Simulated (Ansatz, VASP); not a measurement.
## One calculation of Si2Bi2Te, two programs

INCAR

```
SYSTEM = Si2Bi2Te
PREC     = Accurate       ! precision mode
ENCUT    = 600            ! plane-wave cutoff, eV
EDIFF    = 1E-6           ! SCF threshold, eV
ISMEAR   = 0              ! smearing method
SIGMA    = 0.1            ! smearing width, eV
LREAL    = .FALSE.        ! projectors in reciprocal space
LASPH    = .TRUE.         ! aspherical terms in the spheres
NELM     = 80             ! most SCF steps
ALGO     = Normal         ! electronic algorithm
ISIF     = 3              ! what is computed and relaxed
LWAVE    = .FALSE.        ! write WAVECAR
LCHARG   = .FALSE.        ! write CHGCAR
GGA      = PE             ! functional
IBRION   = 2              ! ionic algorithm
NSW      = 100            ! ionic steps
EDIFFG   = -0.01          ! ionic threshold
```

KPOINTS

```
Automatic mesh
0
G
  8 8 8
  0 0 0
```

File POSCAR:

```
Si2Bi2Te
1.0
   -3.1013570903      3.1013570903      3.9137775726
    3.1013570903     -3.1013570903      3.9137775726
    3.1013570903      3.1013570903     -3.9137775726
Si Bi Te
2 2 1
Direct
    0.8562761950      0.8562761950      0.0000000000
    0.1437238050      0.1437238050      0.0000000000
    0.5000000000      0.0000000000      0.5000000000
    0.0000000000      0.5000000000      0.5000000000
    0.5000000000      0.5000000000      0.0000000000
```

Input for Ansatz:

```yaml
crystal:
  lattice:
    - [-3.1013570903, 3.1013570903, 3.9137775726]
    - [3.1013570903, -3.1013570903, 3.9137775726]
    - [3.1013570903, 3.1013570903, -3.9137775726]
  atoms:
    - { symbol: Si, position: [0.856276195, 0.856276195, 0.0] }
    - { symbol: Si, position: [0.143723805, 0.143723805, 0.0] }
    - { symbol: Bi, position: [0.5, 0.0, 0.5] }
    - { symbol: Bi, position: [0.0, 0.5, 0.5] }
    - { symbol: Te, position: [0.5, 0.5, 0.0] }
basis:
  ecutwfc: 420
kpoints:
  mp_grid: { grid: [8, 8, 8] }
hamiltonian:
  xc: pbe
scf:
  occupations: { method: gaussian, width: 0.1 }
output:
  forces: true
  stress: true
  eigenvalues: true
relax:
  adjacent_minimum: "off"
  f_tol: 0.01
  max_steps: 80
  cell: { stress_tol: 0.05 }
```

Alike in both runs: task relaxation of cell and atoms; functional PBE; k mesh 8 × 8 × 8; occupations gaussian, width 0.1 eV; no spin polarisation.

```csv
,VASP,Ansatz
version,VASP 6.6.1,Ansatz 0.2.0
potentials or method,"VASP PAW PBE potentials, release 64 (Si, Bi_d, Te), cutoff 600 eV","scalar-relativistic, plane waves, PAW"
valence electrons in the cell,44,54
```

|  | VASP | Ansatz | Ansatz less VASP |
| --- | --- | --- | --- |
| gap on the k mesh at the Fermi level, each at its own relaxed structure (eV) | none | none | - |
| relaxed volume (Å³/atom) | 29.97 | 29.95 | -0.019 |
| relaxed cell length with the largest relative difference (Å) | 5.891 | 5.889 | -0.0016 |

A gap of «none» marks a metal or a gap that the smearing closes. VASP's potentials hold 44 valence electrons a cell and Ansatz's 54, so a difference there can come from the potentials and not from the codes.

Neither program's run includes spin-orbit coupling. Noted on VASP's run: too few bands were computed for a metal, which touches its energy and stress.
